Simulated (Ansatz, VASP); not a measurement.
Two plane-wave programs on BeAs3

INCAR

```
PREC     = Accurate       # precision mode
ENCUT    = 520            # plane-wave cutoff, eV
EDIFF    = 1E-6           # SCF threshold, eV
ISMEAR   = 0              # smearing method
SIGMA    = 0.1            # smearing width, eV
LREAL    = False          # projectors in reciprocal space
LASPH    = True           # aspherical terms in the spheres
NELM     = 60             # most SCF steps
ALGO     = Normal         # electronic algorithm
ISIF     = 2              # what is computed and relaxed
LWAVE    = False          # write WAVECAR
LCHARG   = False          # write CHGCAR
GGA      = PE             # functional
NBANDS   = 27             # bands
```

Contents of KPOINTS:

```
Automatic mesh
0
Gamma
  6 6 4
```

The input POSCAR:

```
BeAs3
1.0
    5.8890849469      0.0000000000      0.0000000000
   -2.9445424734      5.1000971690      0.0000000000
    0.0000000000      0.0000000000      4.7268993104
Be As
2 6
Direct
    0.3333333333      0.6666666667      0.2500000000
    0.6666666667      0.3333333333      0.7500000000
    0.8330000000      0.6660000000      0.2500000000
    0.1670000000      0.8330000000      0.7500000000
    0.3340000000      0.1670000000      0.2500000000
    0.1670000000      0.3340000000      0.7500000000
    0.8330000000      0.1670000000      0.2500000000
    0.6660000000      0.8330000000      0.7500000000
```

Input for Ansatz:

```yaml
crystal:
  lattice:
    - [5.8890849469, 0.0, 0.0]
    - [-2.9445424734, 5.100097169, 0.0]
    - [0.0, 0.0, 4.7268993104]
  atoms:
    - { symbol: Be, position: [0.3333333333, 0.6666666667, 0.25] }
    - { symbol: Be, position: [0.6666666667, 0.3333333333, 0.75] }
    - { symbol: As, position: [0.833, 0.666, 0.25] }
    - { symbol: As, position: [0.167, 0.833, 0.75] }
    - { symbol: As, position: [0.334, 0.167, 0.25] }
    - { symbol: As, position: [0.167, 0.334, 0.75] }
    - { symbol: As, position: [0.833, 0.167, 0.25] }
    - { symbol: As, position: [0.666, 0.833, 0.75] }
basis:
  ecutwfc: 420
kpoints:
  mp_grid: { grid: [6, 6, 4] }
hamiltonian:
  xc: pbe
scf:
  occupations: { method: gaussian, width: 0.1 }
  lower_state_search: "off"
output:
  forces: true
  stress: true
  eigenvalues: true
```

Alike in both runs: task single point; functional PBE; k mesh 6 × 6 × 4; occupations gaussian, width 0.1 eV; no spin polarisation.

|  | VASP | Ansatz |
| --- | --- | --- |
| version | VASP 6.6.1 | Ansatz 0.2.0 |
| potentials or method | VASP PAW PBE potentials, release 64 (Be, As), cutoff 520 eV | scalar-relativistic, plane waves, PAW |
| valence electrons in the cell | 34 | 94 |

|  | VASP | Ansatz | Ansatz less VASP |
| --- | --- | --- | --- |
| gap on the k mesh at the Fermi level (eV) | none | none | - |
| pressure (GPa) | -2.4 | -2.5 | -0.08 |
| traceless stress, the component that is largest in VASP (GPa) | 2.33 | 2.33 | -0.007 |
| rms of the force components (eV/Å) | 0.382 | 0.381 | -0.0014 |

Atom by atom the forces differ by 0.001 eV/Å (rms over components). A gap of «none» marks a metal or a gap that the smearing closes. VASP's potentials hold 34 valence electrons a cell and Ansatz's 94, so a difference there can come from the potentials and not from the codes.
